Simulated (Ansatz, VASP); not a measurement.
## One calculation of CdSe, two programs

```
Cd Se
1.0
    -0.01533    3.05911    3.05911
     3.05911   -0.01533    3.05911
     3.05911    3.05911   -0.01533
Cd Se
1 1
Direct
  0.00000 0.00000 0.00000
  0.75000 0.75000 0.75000
```

Change from the starting cell: equal xy, yz and zx engineering shears of -0.5 %, PAW files.

Alike in both runs: task relaxation of the atoms; functional r2SCAN; k mesh 6 × 6 × 6; no spin polarisation.

|  | VASP | Ansatz |
| --- | --- | --- |
| version | VASP 6.6.1 | Ansatz 0.2.0 |
| potentials or method | VASP PAW PBE potentials, release 64 (Cd, Se) | PAW with Ansatz's default frozen-core files, scalar-relativistic |
| plane-wave cutoff (eV) | 500 | 500 |
| occupations | gaussian, width 0.01 eV | fixed |
| valence electrons in the cell | 18 | 36 |

Ansatz gave:

- gap on the k mesh at the Fermi level, each at its own relaxed structure (eV): 1.02

**Question.** Estimate VASP's values.

**Answer.** gap on the k mesh at the Fermi level, each at its own relaxed structure (eV): 1.01.

VASP's potentials were made for PBE, not for r2SCAN. VASP's potentials hold 18 valence electrons a cell and Ansatz's 36, so a difference there can come from the potentials and not from the codes.
